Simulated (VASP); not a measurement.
# TiAl (P-6m2) in VASP: a series of runs, part 2 of 2

VASP 6.6.1. Earlier steps stand in the parts before.

## (4) Single point, PBEsol

This run uses another cell than the first one, of 16.23 Å³/atom, 1.036 times its volume.

Contents of INCAR:

```
SYSTEM = TiAl
PREC = Accurate
ENCUT = 520
EDIFF = 1E-6
ISMEAR = -1
SIGMA = 0.05
LREAL = .FALSE.
LASPH = .TRUE.
NELM = 100
ALGO = Normal
ISIF = 2
LWAVE = .FALSE.
LCHARG = .FALSE.
GGA = PS
NBANDS = 14
```

Contents of KPOINTS:

```
Automatic mesh
0
G
  11 11 6
  0 0 0
```

Contents of POSCAR:

```
TiAl
1.0
    2.8508464072      0.0000000000      0.0000000000
   -1.4254232036      2.4689054110      0.0000000000
    0.0000000000      0.0000000000      4.6125316254
Ti Al
1 1
Direct
    0.0000000000      0.0000000000      0.0000000000
    0.3333333333      0.6666666667      0.5000000000
```

On the command line:

```bash
$ cat potpaw_PBE.64/Ti_sv/POTCAR potpaw_PBE.64/Al/POTCAR > POTCAR
$ mpirun -np 1 vasp_std > vasp.out
```

Wall time 25 s (1 thread of Intel Xeon Platinum 8375C at 2.90GHz (Ice Lake), shared host); peak memory 0.17 GiB.

The run converged. Its results:

| Property | Result |
| --- | --- |
| Free energy | -12.9399 eV |
| Pressure | 0.0 GPa |

Stress tensor (GPa, compression positive):
```
-0.04  0.00  0.00
 0.00 -0.04  0.00
 0.00  0.00  0.05
```

Levels at points of the mesh, in eV from the Fermi level:
| k point | band 4 | band 5 | band 6 | band 7 | band 8 | band 9 | band 10 | band 11 |
| --- | --- | --- | --- | --- | --- | --- | --- | --- |
| (0.00, 0.00, 0.00) | -32.21 | -8.99 | -2.28 | -1.74 | 1.32 | 1.32 | 2.84 | 2.84 |
| (0.00, 0.00, 0.50) | -32.21 | -8.05 | -5.30 | -0.39 | 1.33 | 1.33 | 2.75 | 2.75 |

Caveat: the PAW data sets were made with another functional, which shifts forces and pressure a little.

## (5) Single point, PBEsol+D3(BJ)

This run uses another cell than the first one, of 16.65 Å³/atom, 1.063 times its volume.

Contents of INCAR:

```
  ALGO = Normal
  EDIFF = 1E-6
  ENCUT = 520
  GGA = PS
  ISIF = 2
  ISMEAR = -1
  IVDW = 12
  LASPH = True
  LCHARG = False
  LREAL = False
  LWAVE = False
  NBANDS = 14
  NELM = 60
  PREC = Accurate
  SIGMA = 0.05
```

Contents of KPOINTS:

```
k-points
0
Gamma
  11 11 6
```

Contents of POSCAR:

```
TiAl
1.0
    2.8672622327      0.0000000000      0.0000000000
   -1.4336311163      2.4831219328      0.0000000000
    0.0000000000      0.0000000000      4.6780830000
Ti Al
1 1
Direct
    0.0000000000      0.0000000000      0.0000000000
    0.3333333333      0.6666666667      0.5000000000
```

On the command line:

```bash
$ cat potpaw_PBE.64/Ti_sv/POTCAR potpaw_PBE.64/Al/POTCAR > POTCAR
$ mpirun -np 1 vasp_std > vasp.out
```

Run time: 24 s. Hardware: 1 thread of Intel Xeon Platinum 8375C at 2.90GHz (Ice Lake), shared host; peak memory 0.18 GiB.

The run converged. Its results:

| Quantity | Value |
| --- | --- |
| Free energy | -13.8452 eV |
| Pressure | -7.3 GPa |
| Dispersion energy per atom | -0.457 eV |

Stress tensor (GPa, compression positive):
```
-6.77  0.00  0.00
 0.00 -6.77  0.00
 0.00  0.00 -8.35
```

Levels at points of the mesh, in eV from the Fermi level:
| k point | band 4 | band 5 | band 6 | band 7 | band 8 | band 9 | band 10 | band 11 |
| --- | --- | --- | --- | --- | --- | --- | --- | --- |
| (0.00, 0.00, 0.00) | -32.28 | -8.89 | -2.29 | -1.79 | 1.29 | 1.29 | 2.78 | 2.78 |
| (0.00, 0.00, 0.50) | -32.28 | -7.99 | -5.25 | -0.41 | 1.30 | 1.30 | 2.70 | 2.70 |

Caveat: three body term missing; the PAW data sets were made with another functional, which shifts forces and pressure a little; pairwise dispersion overbinds metals, which lowers pressure and volume.

## (6) Relaxation of cell and atoms, PBEsol

This run uses another cell than the first one, of 16.65 Å³/atom, 1.063 times its volume.

Contents of INCAR:

```
ALGO     = Normal         # electronic algorithm
EDIFF    = 1E-6           # SCF threshold, eV
EDIFFG   = -0.01          # ionic threshold
ENCUT    = 600            # plane-wave cutoff, eV
GGA      = PS             # functional
IBRION   = 2              # ionic algorithm
ISIF     = 3              # what is computed and relaxed
ISMEAR   = -1             # smearing method
LASPH    = T              # aspherical terms in the spheres
LCHARG   = F              # write CHGCAR
LREAL    = F              # projectors in reciprocal space
LWAVE    = F              # write WAVECAR
NELM     = 100            # most SCF steps
NSW      = 60             # ionic steps
PREC     = Accurate       # precision mode
SIGMA    = 0.05           # smearing width, eV
```

KPOINTS is that of step 5.

POSCAR is that of step 5.

Potentials or basis: VASP PAW PBE potentials, release 64 (Ti_sv, Al).

On the command line:

```bash
$ cat potpaw_PBE.64/Ti_sv/POTCAR potpaw_PBE.64/Al/POTCAR > POTCAR
$ mpirun -np 1 vasp_std > vasp.out
```

Wall time 1.9 min (1 thread of Intel Xeon Platinum 8375C at 2.90GHz (Ice Lake), shared host); peak memory 0.19 GiB.

Results (log left out):

- Free energy: -12.9402 eV
- Relaxed volume: 16.23 Å³/atom
- Relaxed cell: a = 2.850 Å, b = 2.850 Å, c = 4.615 Å, α = 90.00°, β = 90.00°, γ = 120.00°
- Space group after relaxing (to 0.05 Å): P-6m2 (No. 187)
- Energy gained by relaxing: 4.3 meV/atom
- Ionic steps: 11
- Pressure after relaxing: 0.0 GPa

The path:
| step | energy change (eV) | largest force (eV/Å) | pressure (GPa) | volume (Å³) |
| --- | --- | --- | --- | --- |
| 1 | 0.0000 | 0.0000 | -2.83 | 33.31 |
| 2 | -0.0053 | 0.0000 | 1.96 | 31.91 |
| 3 | -0.0085 | 0.0000 | 0.06 | 32.43 |
| 4 | -0.0085 | 0.0000 | 0.05 | 32.44 |
| 5 | -0.0085 | 0.0000 | -0.04 | 32.46 |
| 6 | -0.0086 | 0.0000 | -0.03 | 32.48 |
| 7 | -0.0086 | 0.0000 | -0.10 | 32.49 |
| 8 | -0.0086 | 0.0000 | -0.13 | 32.49 |
| 9 | -0.0086 | 0.0000 | -0.12 | 32.48 |
| 10 | -0.0086 | 0.0000 | 0.10 | 32.42 |
| 11 | -0.0086 | 0.0000 | 0.03 | 32.45 |

Final structure:
```
Ti Al
1.0
     2.84964    0.00000    0.00000
    -1.42482    2.46786    0.00000
     0.00000    0.00000    4.61469
Ti Al
1 1
Cartesian
  0.0000 0.0000 0.0000
  0.0000 1.6452 2.3073
```

Levels at points of the mesh, in eV from the Fermi level:
| k point | band 4 | band 5 | band 6 | band 7 | band 8 | band 9 | band 10 | band 11 |
| --- | --- | --- | --- | --- | --- | --- | --- | --- |
| (0.00, 0.00, 0.00) | -32.20 | -9.00 | -2.29 | -1.75 | 1.32 | 1.32 | 2.84 | 2.84 |
| (0.00, 0.00, 0.50) | -32.20 | -8.05 | -5.30 | -0.39 | 1.33 | 1.33 | 2.76 | 2.76 |

Caveat: the PAW data sets were made with another functional, which shifts forces and pressure a little.

## (7) Summary

```csv
task,level,cell,cutoff (eV),gap on the mesh (eV),pressure (GPa)
single point,PBEsol+D3(BJ),"a = 2.812, b = 2.812, c = 4.575 Å, angles 90.0, 90.0, 120.0°, 2 atoms",520,none,-0.8
single point,PBEsol+D4,"a = 2.836, b = 2.836, c = 4.596 Å, angles 90.0, 90.0, 120.0°, 2 atoms",520,none,0.0
single point,PBEsol,"a = 2.851, b = 2.851, c = 4.613 Å, angles 90.0, 90.0, 120.0°, 2 atoms",520,none,0.0
single point,PBEsol+D3(BJ),"a = 2.867, b = 2.867, c = 4.678 Å, angles 90.0, 90.0, 120.0°, 2 atoms",520,none,-7.3
relaxation of cell and atoms,PBEsol,"relaxed from a = 2.867, b = 2.867, c = 4.678 Å, angles 90.0, 90.0, 120.0°, 2 atoms",600,none,0.0
```

Alike in all rows: potentials or basis VASP PAW PBE potentials, release 64 (Ti_sv, Al); no spin polarisation; k mesh 11 × 11 × 6; smearing fermi-dirac 0.05 eV.

Caveats: the PAW data sets were made with another functional, which shifts forces and pressure a little; pairwise dispersion overbinds metals, which lowers pressure and volume (some runs); three body term missing (some runs).

Absolute energies hang on the potentials; compare differences alone.
